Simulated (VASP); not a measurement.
# Na (P4/mmm) in VASP: single point with PBEsol

Aim: the single point of Na with PBEsol.

All numbers are computed with VASP 6.6.1; they aren't measurements. Logs are shortened: lines on timing, memory, paths and dates and some standing lists are left out, and cuts for length are marked.

## Step 1: The cell of the first run

Symmetry: P4/mmm, No. 123, tetragonal system. The conventional cell has a = 7.101 Å, b = 7.101 Å, c = 6.468 Å, α = 90.00°, β = 90.00°, γ = 90.00°.

## Step 2: Single point, PBEsol (strained)

The input, INCAR:

```
SYSTEM = Na
PREC     = Accurate       ! precision mode
ENCUT    = 520            ! plane-wave cutoff, eV
EDIFF    = 1E-7           ! SCF threshold, eV
ISMEAR   = 0              ! smearing method
SIGMA    = 0.1            ! smearing width, eV
LREAL    = .False.        ! projectors in reciprocal space
LASPH    = .True.         ! aspherical terms in the spheres
NELM     = 60             ! most SCF steps
ALGO     = Normal         ! electronic algorithm
ISIF     = 2              ! what is computed and relaxed
LWAVE    = .False.        ! write WAVECAR
LCHARG   = .False.        ! write CHGCAR
GGA      = PS             ! functional
NBANDS   = 10             ! bands
```

The input, KPOINTS:

```
regular mesh
0
Gamma
  6 6 6
  0 0 0
```

The input, POSCAR:

```
Na
1.0
    7.1005996338      0.0000000000      0.0000000000
    0.0000000000      6.4684987762      0.0000000000
    0.0000000000      0.0000000000      7.1005996338
Na
1
Direct
    0.0000000000      0.0000000000      0.0000000000
```

Potentials or basis: VASP PAW PBE potentials, release 64 (Na_pv).

Run with:

```bash
$ cat potpaw_PBE.64/Na_pv/POTCAR > POTCAR
$ mpirun -np 1 vasp_std > vasp.out
```

OUTCAR:

```text
SYSTEM = Na
   PREC = Accurate
   ENCUT = 520
   EDIFF = 1E-7
   ISMEAR = 0
   LREAL = .False.
   LASPH = .True.
   NELM = 60
   ISIF = 2
   GGA = PS

 ion  position               nearest neighbor table
   1  0.000  0.000  0.000-

  LATTYP: Found a simple tetragonal cell.
 ALAT       =     7.1005996338
 C/A-ratio  =     0.9109792285

  Lattice vectors:

 A1 = (  -7.1005996338,   0.0000000000,   0.0000000000)
 A2 = (   0.0000000000,   0.0000000000,   7.1005996338)
 A3 = (   0.0000000000,   6.4684987762,   0.0000000000)

Analysis of symmetry for initial positions (statically):
=====================================================================
 Subroutine PRICEL returns:
 Original cell was already a primitive cell.

 Routine SETGRP: Setting up the symmetry group for a
 simple tetragonal supercell.

 Subroutine GETGRP returns: Found 16 space group operations
 (whereof 16 operations were pure point group operations)
 out of a pool of 16 trial point group operations.

The static configuration has the point symmetry D_4h.

Analysis of symmetry for dynamics (positions and initial velocities):
=====================================================================
 Subroutine PRICEL returns:
 Original cell was already a primitive cell.

 Routine SETGRP: Setting up the symmetry group for a
 simple tetragonal supercell.

 Subroutine GETGRP returns: Found 16 space group operations
 (whereof 16 operations were pure point group operations)
 out of a pool of 16 trial point group operations.

The dynamic configuration has the point symmetry D_4h.

 Subroutine INISYM returns: Found 16 space group operations
 (whereof 16 operations are pure point group operations),
 and found     1 'primitive' translations

----------------------------------------------------------------------------------------

                                     Primitive cell

  volume of cell :     326.1321

  direct lattice vectors                    reciprocal lattice vectors
     7.100599634  0.000000000  0.000000000     0.140833176  0.000000000  0.000000000
     0.000000000  6.468498776  0.000000000     0.000000000  0.154595376  0.000000000
     0.000000000  0.000000000  7.100599634     0.000000000  0.000000000  0.140833176

  length of vectors
     7.100599634  6.468498776  7.100599634     0.140833176  0.154595376  0.140833176

  position of ions in fractional coordinates (direct lattice)
     0.000000000  0.000000000  0.000000000

  ion indices of the primitive-cell ions
   primitive index   ion index
                 1           1

----------------------------------------------------------------------------------------

 KPOINTS: regular mesh

Automatic generation of k-mesh.
 Grid dimensions read from file:
 generate k-points for:    6    6    6

 Generating k-lattice:

  Cartesian coordinates                     Fractional coordinates (reciprocal lattice)
     0.023472196  0.000000000  0.000000000     0.166666667  0.000000000  0.000000000
     0.000000000  0.025765896  0.000000000     0.000000000  0.166666667  0.000000000
     0.000000000  0.000000000  0.023472196     0.000000000  0.000000000  0.166666667

  Length of vectors
     0.023472196  0.025765896  0.023472196

  Shift w.r.t. Gamma in fractional coordinates (k-lattice)
     0.000000000  0.000000000  0.000000000

 Subroutine IBZKPT returns following result:
 ===========================================

 Found     40 irreducible k-points:

 Following reciprocal coordinates:
            Coordinates               Weight
  0.000000  0.000000  0.000000      1.000000
  0.166667  0.000000  0.000000      4.000000
  0.333333  0.000000  0.000000      4.000000
  0.500000  0.000000  0.000000      2.000000
  0.000000  0.166667  0.000000      2.000000
  0.166667  0.166667  0.000000      8.000000
[... 16 lines left out ...]
  0.166667  0.333333  0.166667      8.000000
  0.333333  0.333333  0.166667     16.000000
 [... further k-points ...]
   k-points           NKPTS =     40   k-points in BZ     NKDIM =     40   number of bands    NBANDS=     10
   number of dos      NEDOS =    301   number of ions     NIONS =      1
   total plane-waves  NPLWV = 139968
   dimension x,y,z NGX =    54 NGY =   48 NGZ =   54
   dimension x,y,z NGXF=   108 NGYF=   96 NGZF=  108
   ions per type =               1
   NGX,Y,Z   is equivalent  to a cutoff of  12.64, 12.34, 12.64 a.u.
   NGXF,Y,Z  is equivalent  to a cutoff of  25.29, 24.67, 25.29 a.u.
 SYSTEM =  Na
   PREC   = accura    normal or accurate (medium, high low for compatibility)
   ISTART =      0    job   : 0-new  1-cont  2-samecut
   ICHARG =      2    charge: 1-file 2-atom 10-const
   ISPIN  =      1    spin polarized calculation?
   LNONCOLLINEAR =      F non collinear calculations
   LSORBIT =      F    spin-orbit coupling
   LASPH  =      T    aspherical Exc in radial PAW
   ENCUT  =  520.0 eV  38.22 Ry    6.18 a.u.  13.20 12.03 13.20*2*pi/ulx,y,z
   NELM   =     60;   NELMIN=  2; NELMDL= -5     # of ELM steps
   EDIFF  = 0.1E-06   stopping-criterion for ELM
   LREAL  =      F    real-space projection
   EDIFFG = 0.1E-05   stopping-criterion for IOM
   NSW    =      0    number of steps for IOM
   IBRION =     -1    ionic relax: 0-MD 1-quasi-New 2-CG
   NFREE  =      0    steps in history (QN), initial steepest desc. (CG)
   ISIF   =      2    stress and relaxation
   ISYM   =      2    0-nonsym 1-usesym 2-fastsym
   POTIM  = 0.5000    time-step for ionic-motion
   TEBEG  =    0.0;   TEEND  =   0.0 temperature during run
   PSTRESS=    0.0 pullay stress
   NELECT =       7.0000    total number of electrons
   NUPDOWN=      -1.0000    fix difference up-down
   EMIN   =  10.00;   EMAX   =-10.00  energy-range for DOS
   EFERMI =   0.00;   METHOD = LEGACY
   ISMEAR =     0;   SIGMA  =   0.10  broadening in eV -4-tet -1-fermi 0-gaus
   EFERMI_NEDOS =   21; number of points for ismear=-14 and -15
   IALGO  =     38    algorithm
   IMIX   =      4    mixing-type and parameters
     AMIX     =   0.40;   BMIX     =  1.00
     AMIX_MAG =   1.60;   BMIX_MAG =  1.00
  volume/ion in A,a.u.               =     326.13      2200.85
  Fermi-wavevector in a.u.,A,eV,Ry     =   0.454963  0.859756  2.816291  0.206992
  Thomas-Fermi vector in A             =   1.438275
   LORBIT       =      0    0 simple, 1 ext, 2 COOP (PROOUT), +10 PAW based schemes
   GGA     = PS    functional components
   LHFCALC =     F    Hartree Fock is set to
   AEXX    =    0.0000 exact exchange contribution
   IVDW    =     0    specifies the selected vdW correction
   LEPSILON=     F    determine dielectric tensor
   LRPA    =     F    only Hartree local field effects (RPA)
 non-spin polarized calculation
 Gauss-broadening in eV      SIGMA  =   0.10
  energy-cutoff  :      520.00
  volume of cell :      326.13
 maximum number of plane-waves:      8856
 NGX is ok and might be reduce to    54
   NGX = 27   NGY = 25   NGZ = 27

 number of electron       6.9999996 magnetization

 Free energy of the ion-electron system (eV)
  ---------------------------------------------------
  ext. energy  EPLUGINS =         0.00000000
  ---------------------------------------------------
  free energy    TOTEN  =        -0.21147441 eV

  energy without entropy =       -0.19496436  energy(sigma->0) =       -0.20321938

 E-fermi :  -2.2935     XC(G=0):  -2.4835

 val. band max:       -2.3309647031   @ k =   0.5000   0.1667   0.1667
 cond. band min:      -2.2880684278   @ k =   0.3333   0.1667   0.3333
 fundamental gap:      0.0428962752
 Fermi energy:        -2.2935327190

 k-point     1 :       0.0000    0.0000    0.0000
  band No.  band energies     occupation
      1     -28.3924      2.00000
      2     -28.3924      2.00000
      3     -28.3871      2.00000
      4      -2.7389      2.00000
      5       0.3293      0.00000
      6       0.3293      0.00000
      7       0.7438      0.00000
      8       0.8077      0.00000
      9       1.0543      0.00000
     10       1.3591      0.00000

 k-point     2 :       0.1667    0.0000    0.0000
  band No.  band energies     occupation
      1     -28.3924      2.00000
      2     -28.3924      2.00000
      3     -28.3871      2.00000
      4      -2.6841      2.00000
      5      -0.2713      0.00000
      6       0.3803      0.00000
      7       0.8560      0.00000
      8       0.9495      0.00000
      9       1.4021      0.00000
     10       1.7047      0.00000

 k-point     3 :       0.3333    0.0000    0.0000
  band No.  band energies     occupation
      1     -28.3924      2.00000
      2     -28.3924      2.00000
      3     -28.3871      2.00000
      4      -2.5501      1.99971
      5      -0.8603      0.00000
      6       0.5036      0.00000
      7       0.9712      0.00000
      8       1.1512      0.00000
      9       1.5776      0.00000
     10       2.2481      0.00000

 k-point     4 :       0.5000    0.0000    0.0000
  band No.  band energies     occupation
      1     -28.3924      2.00000
      2     -28.3924      2.00000
      3     -28.3871      2.00000
      4      -2.4625      1.98316
      5      -1.1031      0.00000
      6       0.5821      0.00000
      7       1.0430      0.00000
      8       1.3087      0.00000
      9       1.7058      0.00000
     10       2.0146      0.00000

 k-point     5 :       0.0000    0.1667    0.0000
  band No.  band energies     occupation
      1     -28.3924      2.00000
      2     -28.3924      2.00000
      3     -28.3871      2.00000
      4      -2.6574      2.00000
      5      -0.0183      0.00000
      6       0.4050      0.00000
      7       0.4050      0.00000
      8       0.8809      0.00000
      9       1.1440      0.00000
     10       2.3081      0.00000

 k-point     6 :       0.1667    0.1667    0.0000
  band No.  band energies     occupation
      1     -28.3924      2.00000
      2     -28.3924      2.00000
      3     -28.3871      2.00000
      4      -2.6030      1.99999
      5      -0.1943      0.00000
      6       0.0519      0.00000
      7       0.4554      0.00000
      8       1.0685      0.00000
      9       1.7553      0.00000
     10       2.3002      0.00000
[... 183 lines left out ...]
 k-point    21 :       0.3333    0.1667    0.1667
  band No.  band energies     occupation
      1     -28.3924      2.00000
      2     -28.3924      2.00000
      3     -28.3871      2.00000
      4      -2.4168      1.91860
      5      -0.7145      0.00000
      6       0.0201      0.00000
      7       0.2496      0.00000
      8       1.5170      0.00000
      9       1.8560      0.00000
     10       2.0111      0.00000

 k-point    22 :       0.5000    0.1667    0.1667
  band No.  band energies     occupation
      1     -28.3924      2.00000
      2     -28.3924      2.00000
      3     -28.3871      2.00000
      4      -2.3310      1.40345
      5      -0.9538      0.00000
      6       0.1202      0.00000
      7       0.3418      0.00000
      8       1.2840      0.00000
      9       1.6179      0.00000
     10       2.0961      0.00000

 k-point    23 :       0.1667    0.3333    0.1667
  band No.  band energies     occupation
      1     -28.3924      2.00000
      2     -28.3924      2.00000
      3     -28.3871      2.00000
      4      -2.3356      1.44816
      5      -0.6814      0.00000
      6       0.0649      0.00000
      7       0.1369      0.00000
      8       1.5167      0.00000
      9       1.7107      0.00000
     10       2.0454      0.00000

 k-point    24 :       0.3333    0.3333    0.1667
  band No.  band energies     occupation
      1     -28.3924      2.00000
      2     -28.3924      2.00000
      3     -28.3871      2.00000
      4      -2.2067      0.21940
      5      -0.5460      0.00000
      6      -0.4636      0.00000
      7       0.2425      0.00000
      8       1.0124      0.00000
      9       1.7446      0.00000
     10       1.8835      0.00000

 [... further k-points ...]

------------------------ aborting loop because EDIFF is reached ----------------------------------------

  FORCE on cell =-STRESS in cart. coord.  units (eV):
  Direction    XX          YY          ZZ          XY          YZ          ZX
  --------------------------------------------------------------------------------------
  -------------------------------------------------------------------------------------
  Total       -0.2285144     -0.5638854     -0.2285144     -0.0000000      0.0000000      0.0000000
  in kB       -1.1226142     -2.7701795     -1.1226142     -0.0000000      0.0000000      0.0000000
  external PRESSURE =      -1.6718026 kB  Pullay stress =       0.0000000 kB

 VOLUME and BASIS-vectors are now :
 -----------------------------------------------------------------------------
  energy-cutoff  :      520.00
  volume of cell :      326.13
      direct lattice vectors                 reciprocal lattice vectors
     7.100599634  0.000000000  0.000000000     0.140833176  0.000000000  0.000000000
     0.000000000  6.468498776  0.000000000     0.000000000  0.154595376  0.000000000
     0.000000000  0.000000000  7.100599634     0.000000000  0.000000000  0.140833176

 POSITION                                       TOTAL-FORCE (eV/Angst)
 -----------------------------------------------------------------------------------
      0.00000      0.00000      0.00000         0.000000      0.000000      0.000000
 -----------------------------------------------------------------------------------
    total drift:                                0.000000      0.000000     -0.000000

  FREE ENERGIE OF THE ION-ELECTRON SYSTEM (eV)
  ---------------------------------------------------
  free  energy   TOTEN  =        -0.2114744050 eV

  energy  without entropy=       -0.1949643609  energy(sigma->0) =       -0.20321938
```

Run time: 2.3 min. Hardware: 1 thread of Intel Xeon Platinum 8488C (Sapphire Rapids), shared host; peak memory 0.4 GiB.

What came out:

- Free energy: -0.2115 eV
- Pressure: -0.2 GPa
- Band gap on the k mesh: zero (an odd number of electrons rules out a gap without spin polarisation)

Caveat: the cell differs from its parent crystal (strained); the nearest neighbours stand farther apart than a usual bond; the PAW data sets were made with another functional, which shifts forces and pressure a little.

The gap in the log of VASP goes by the Fermi energy; the results here count the filled bands.